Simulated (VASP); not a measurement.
# SnO2: single point with LDA

Crystal: SnO2.

```
Sn O
1.0
    -1.81680    1.81998    2.57165
     1.81680   -1.81998    2.57165
     1.81680    1.81998   -2.57165
Sn O
1 2
Direct
  0.50000 0.50000 0.00000
  0.24996 0.74996 0.50000
  0.75004 0.25004 0.50000
```

| Item | Value |
| --- | --- |
| Program | VASP 6.6.1 |
| Task | single point |
| Functional | LDA |
| Potentials or basis | VASP PAW LDA potentials, release 64 (Sn_d, O) |
| Cutoff | 520 eV |
| k mesh | 18 × 18 × 18 |
| Occupations | gaussian, width 0.1 eV |
| Spin | no spin polarisation |
| Dipole correction | no |
| Further INCAR settings | ALGO = Normal; EDIFF = 1e-06; NBANDS = 20 |

```yaml
Pressure: -11.1 GPa
Band_gap_on_the_k_mesh: zero (bands 13 and 14 overlap by 0.22 eV)
```

Levels at points of the mesh, in eV from the Fermi level:
| k point | band 9 | band 10 | band 11 | band 12 | band 13 | band 14 | band 15 | band 16 | band 17 | band 18 |
| --- | --- | --- | --- | --- | --- | --- | --- | --- | --- | --- |
| (0.00, 0.00, 0.00) | -2.94 | -2.94 | -1.47 | -1.47 | -1.46 | -0.35 | 6.57 | 6.59 | 6.61 | 12.66 |
| (0.50, 0.00, 0.00) | -3.91 | -3.42 | -3.41 | -2.17 | -2.17 | 4.26 | 7.48 | 9.68 | 9.70 | 14.74 |
| (0.00, 0.50, 0.00) | -3.91 | -3.42 | -3.42 | -2.17 | -2.17 | 4.27 | 7.49 | 9.68 | 9.70 | 14.73 |
| (0.50, 0.50, 0.00) | -5.47 | -5.47 | -0.31 | -0.31 | -0.22 | 2.74 | 6.61 | 9.33 | 11.43 | 11.43 |
| (0.50, 0.50, 0.50) | -5.48 | -5.47 | -0.32 | -0.31 | -0.22 | 2.74 | 6.61 | 9.32 | 11.42 | 11.44 |

It took 5.3 min on 1 thread of AMD EPYC 9R45 96-Core Processor (Zen 5), on a shared host, peak memory 0.54 GiB.

Caveat: the cell stands under tension; semilocal functionals underestimate gaps, so a narrow gap can read as zero; spin-orbit coupling is left out, which moves the levels of the heavy elements.
